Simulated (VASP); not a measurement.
Si63S (a cell with a defect): single point with PBE

System: Si63S (a cell with a defect).

```xyz
64
Lattice="10.8620 0.0000 0.0000 0.0000 10.8620 0.0000 0.0000 0.0000 10.8620" Properties=species:S:1:pos:R:3 pbc="T T T"
S     0.0000    0.0000    0.0000
Si   -0.0155    2.7174    2.7174
Si    2.7174   -0.0155    2.7174
Si    2.7174    2.7174   -0.0155
Si    1.4136    1.4136    1.4136
Si    1.3581    4.0681    4.0681
Si    4.0681    1.3581    4.0681
Si    4.0681    4.0681    1.3581
Si    0.0000    0.0000    5.4310
Si    0.0155    2.7174    8.1446
Si    2.7174    0.0155    8.1446
Si    2.7164    2.7164    5.4260
Si    1.3616    1.3616    6.7835
Si    1.3616    4.0785    9.5004
Si    4.0785    1.3616    9.5004
Si    4.0726    4.0726    6.7894
Si    0.0000    5.4310    0.0000
Si    0.0155    8.1446    2.7174
Si    2.7164    5.4260    2.7164
Si    2.7174    8.1446    0.0155
Si    1.3616    6.7835    1.3616
Si    1.3616    9.5004    4.0785
Si    4.0726    6.7894    4.0726
Si    4.0785    9.5004    1.3616
Si    0.0000    5.4310    5.4310
Si   -0.0155    8.1446    8.1446
Si    2.7164    5.4360    8.1456
Si    2.7164    8.1456    5.4360
Si    1.3581    6.7939    6.7939
Si    1.4136    9.4484    9.4484
Si    4.0681    6.7939    9.5039
Si    4.0681    9.5039    6.7939
Si    5.4310    0.0000    0.0000
Si    5.4260    2.7164    2.7164
Si    8.1446    0.0155    2.7174
Si    8.1446    2.7174    0.0155
Si    6.7835    1.3616    1.3616
Si    6.7894    4.0726    4.0726
Si    9.5004    1.3616    4.0785
Si    9.5004    4.0785    1.3616
Si    5.4310    0.0000    5.4310
Si    5.4360    2.7164    8.1456
Si    8.1446   -0.0155    8.1446
Si    8.1456    2.7164    5.4360
Si    6.7939    1.3581    6.7939
Si    6.7939    4.0681    9.5039
Si    9.4484    1.4136    9.4484
Si    9.5039    4.0681    6.7939
Si    5.4310    5.4310    0.0000
Si    5.4360    8.1456    2.7164
Si    8.1456    5.4360    2.7164
Si    8.1446    8.1446   -0.0155
Si    6.7939    6.7939    1.3581
Si    6.7939    9.5039    4.0681
Si    9.5039    6.7939    4.0681
Si    9.4484    9.4484    1.4136
Si    5.4310    5.4310    5.4310
Si    5.4260    8.1456    8.1456
Si    8.1456    5.4260    8.1456
Si    8.1456    8.1456    5.4260
Si    6.7894    6.7894    6.7894
Si    6.7835    9.5004    9.5004
Si    9.5004    6.7835    9.5004
Si    9.5004    9.5004    6.7835
```

| Quantity | Value |
| --- | --- |
| Program | VASP 6.6.1 |
| Task | single point |
| Functional | PBE |
| Potentials or basis | VASP PAW PBE potentials, release 64 (S, Si) |
| Cutoff | 520 eV |
| k mesh | 2 × 2 × 2, shifted |
| Occupations | gaussian, width 0.01 eV |
| Spin | no spin polarisation |

The pressure is 1.8 GPa and the largest force is 0.004 eV/Å.

Forces in eV/Å, atoms in the order of the input:
```
S    0.000  0.000  0.000
Si   0.001  0.000  0.000
Si   0.000  0.001  0.000
Si   0.000  0.000  0.001
Si   0.002  0.002  0.002
Si   0.000  0.002  0.002
Si   0.002  0.000  0.002
Si   0.002  0.002  0.000
Si   0.000  0.000  0.000
Si  -0.001  0.000  0.000
Si   0.000 -0.001  0.000
Si   0.001  0.001 -0.004
Si   0.000  0.000  0.001
Si   0.000 -0.001  0.000
Si  -0.001  0.000  0.000
Si   0.001  0.001 -0.001
Si   0.000  0.000  0.000
Si  -0.001  0.000  0.000
Si   0.001 -0.004  0.001
Si   0.000  0.000 -0.001
Si   0.000  0.001  0.000
Si   0.000  0.000 -0.001
Si   0.001 -0.001  0.001
Si  -0.001  0.000  0.000
Si   0.000  0.000  0.000
Si   0.001  0.000  0.000
Si   0.001  0.004 -0.001
Si   0.001 -0.001  0.004
Si   0.000 -0.002 -0.002
Si   0.002 -0.002 -0.002
Si   0.002 -0.002  0.000
Si   0.002  0.000 -0.002
Si   0.000  0.000  0.000
Si  -0.004  0.001  0.001
Si   0.000 -0.001  0.000
Si   0.000  0.000 -0.001
Si   0.001  0.000  0.000
Si  -0.001  0.001  0.001
Si   0.000  0.000 -0.001
Si   0.000 -0.001  0.000
Si   0.000  0.000  0.000
Si   0.004  0.001 -0.001
Si   0.000  0.001  0.000
Si  -0.001  0.001  0.004
Si  -0.002  0.000 -0.002
Si  -0.002  0.002  0.000
Si  -0.002  0.002 -0.002
Si   0.000  0.002 -0.002
Si   0.000  0.000  0.000
Si   0.004 -0.001  0.001
Si  -0.001  0.004  0.001
Si   0.000  0.000  0.001
Si  -0.002 -0.002  0.000
Si  -0.002  0.000  0.002
Si   0.000 -0.002  0.002
Si  -0.002 -0.002  0.002
Si   0.000  0.000  0.000
Si  -0.004 -0.001 -0.001
Si  -0.001 -0.004 -0.001
Si  -0.001 -0.001 -0.004
Si  -0.001 -0.001 -0.001
Si   0.001  0.000  0.000
Si   0.000  0.001  0.000
Si   0.000  0.000  0.001
```

Levels at points of the mesh, in eV from the Fermi level:
```tsv
k point	band 126	band 127	band 128	band 129	band 130	band 131	band 132	band 133
(0.25, 0.25, 0.25)	-1.31	-0.89	-0.89	-0.05	0.35	0.35	0.55	0.73
```

Run time: 4.3 min on 4 MPI ranks on Intel(R) Xeon(R) Platinum 8259CL CPU @ 2.50GHz (Skylake/Cascade Lake) (shared host), peak memory 0.69 GiB a rank.
